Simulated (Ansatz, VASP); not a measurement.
## TaBiO: VASP beside Ansatz

```xyz
3
Lattice="3.0687 0.0000 0.0000 0.0000 3.0687 0.0000 0.0000 0.0000 5.8890" Properties=species:S:1:pos:R:3 pbc="T T T"
Ta    0.0000    0.0000    0.0000
Bi    0.0000    0.0000    2.9445
O     1.5343    1.5343    0.0000
```

Change from the starting cell: species swapped into the TiOF type (P4/mmm, No. 123).

Alike in both runs: functional PBE; k mesh 4 × 4 × 3; occupations gaussian, width 0.15 eV; no spin polarisation.

Ansatz relaxed the structure, and its values are those at the end. VASP's run is a single point on that final structure, the one shown.

|  | VASP | Ansatz |
| --- | --- | --- |
| version | VASP 6.6.1 | Ansatz 0.2.0 |
| potentials or method | VASP PAW PBE potentials, release 64 (Ta_pv, Bi_d, O), cutoff 600 eV | scalar-relativistic, plane waves, PAW |
| valence electrons in the cell | 32 | 34 |

```tsv
	VASP	Ansatz	Ansatz less VASP
gap on the k mesh at the Fermi level (eV)	none	none	-
pressure (GPa)	-0.1	-0.2	-0.09
```

A gap of «none» marks a metal or a gap that the smearing closes. VASP's potentials hold 32 valence electrons a cell and Ansatz's 34, so a difference there can come from the potentials and not from the codes.

The k mesh is coarse, so the values compare programs but aren't converged. Spin-orbit coupling is off throughout.
